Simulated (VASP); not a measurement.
Pb:

```
CELL_PARAMETERS angstrom
3.50053 0.00000 0.00000
-1.75026 3.03155 0.00000
0.00000 0.00000 11.43272
ATOMIC_POSITIONS crystal
Pb 0.00000 0.00000 0.00000
Pb 0.00000 0.00000 0.50000
Pb 0.33333 0.66667 0.25000
Pb 0.66667 0.33333 0.75000
```

This isn't the form of Pb at room conditions, which is fcc.

| Item | Value |
| --- | --- |
| Program | VASP 6.6.1 |
| Task | relaxation of cell and atoms |
| Functional | LDA |
| Potentials or basis | VASP PAW LDA potentials, release 64 (Pb_d) |
| Cutoff | 600 eV |
| k mesh | 10 × 10 × 3 |
| Occupations | fermi-dirac, width 0.1 eV |
| Spin | no spin polarisation |

At the start: pressure -2.1 GPa; volume 30.33 Å³/atom.

How do energy, volume and symmetry change on relaxing?

Over 7 steps the energy falls by 8.9 meV/atom and the volume is 29.02 Å³/atom (-4.3 %); space group P6_3/mmc (No. 194, to 0.1 Å) before and after.

The path:
```
step  energy change (eV)  largest force (eV/Å)  pressure (GPa)  volume (Å³)
   1              0.0000                0.0000           -2.07       121.32
   2             -0.0322                0.0000            0.73       114.56
   3             -0.0355                0.0000           -0.01       116.09
   4             -0.0355                0.0000            0.00       115.99
   5             -0.0355                0.0000            0.05       115.88
   6             -0.0356                0.0000            0.03       116.03
   7             -0.0357                0.0000            0.01       116.07
```

Final structure:
```yaml
crystal:
  lattice:
    - [3.45472, 0.00000, 0.00000]
    - [-1.72736, 2.99187, 0.00000]
    - [0.00000, 0.00000, 11.22938]
  atoms:
    - { symbol: Pb, position: [0.00000, 0.00000, 0.00000] }
    - { symbol: Pb, position: [0.00000, 0.00000, 0.50000] }
    - { symbol: Pb, position: [0.33333, 0.66667, 0.25000] }
    - { symbol: Pb, position: [0.66667, 0.33333, 0.75000] }
```
